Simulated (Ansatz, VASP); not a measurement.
# Hf: VASP beside Ansatz

The input INCAR:

```
SYSTEM = Hf
PREC = Accurate ; ENCUT = 520
EDIFF = 1E-6 ; ISMEAR = -1
SIGMA = 0.05 ; LREAL = .False.
LASPH = .True. ; NELM = 80
ALGO = Fast ; ISIF = 2
LWAVE = .False. ; LCHARG = .False.
GGA = PS ; NBANDS = 11
```

File KPOINTS:

```
Automatic mesh
0
Gamma
  9 9 9
  0 0 0
```

File POSCAR:

```
Hf
1.0
   -0.0444000000      2.2200000000      2.2200000000
    2.2200000000     -0.0444000000      2.2200000000
    2.1756000000      2.1756000000      0.0000000000
Hf
1
Direct
    0.0000000000      0.0000000000      0.0000000000
```

Contents of input.yaml:

```yaml
crystal:
  lattice:
    - [-0.0444, 2.22, 2.22]
    - [2.22, -0.0444, 2.22]
    - [2.1756, 2.1756, 0.0]
  atoms:
    - { symbol: Hf, position: [0.0, 0.0, 0.0] }
hamiltonian:
  xc: pbesol
  pseudopotentials: { kind: paw }
kpoints:
  mp_grid: { grid: [9, 9, 9] }
  band_path:
    path:
      - [[0.0, 0.0, 0.0], [-0.37005, -0.37005, -0.7401], [-0.49, -0.2501, -0.7401], [-0.5, 0.0, -0.5], [-0.25, 0.25, -0.5], [0.0, 0.0, -0.5], [0.37005, 0.37005, -0.2599], [0.5, 0.5, 0.0], [0.0, 0.0, 0.0], [-0.38005, 0.38005, 0.0], [0.0, 0.5, 0.0], [-0.25, 0.25, -0.5]]
      - [[-0.51, 0.2501, -0.2599], [-0.38005, 0.38005, 0.0]]
      - [[0.38005, 0.61995, 0.0], [0.5, 0.5, 0.0]]
    npoints: 14
scf:
  occupations: { method: fermi_dirac, width: 0.05 }
  n_extra_bands: 6
output:
  forces: true
  stress: true
  eigenvalues: true
  fatbands: true
  write_density: true
  write_potential: true
  elf: true
  volumetric_format: npy
```

Alike in both runs: functional PBEsol; k mesh 9 × 9 × 9; occupations fermi-dirac, width 0.05 eV; no spin polarisation.

```csv
,VASP,Ansatz
version,VASP 6.6.1,Ansatz 0.2.0
potentials or method,"VASP PAW PBE potentials, release 64 (Hf_pv)",Ansatz PAW
plane-wave cutoff (eV),520,420
valence electrons in the cell,10,26
task,single point,band structure
```

VASP gave:

* gap on the k mesh at the Fermi level (eV): none
* pressure (GPa): -1.3
* traceless stress, the component that is largest in VASP (GPa): 2.31

Q: What did Ansatz give for the same quantities?

A: gap on the k mesh at the Fermi level (eV): none; pressure (GPa): -0.9; traceless stress, the component that is largest in VASP (GPa): 2.32.

VASP's potentials were made for PBE, not for PBEsol. A gap of «none» marks a metal or a gap that the smearing closes. With one functional, cell and mesh, what is left measures potentials, basis and numerics. VASP's potentials hold 10 valence electrons a cell and Ansatz's 26, so a difference there can come from the potentials and not from the codes.

Spin-orbit coupling is off throughout.
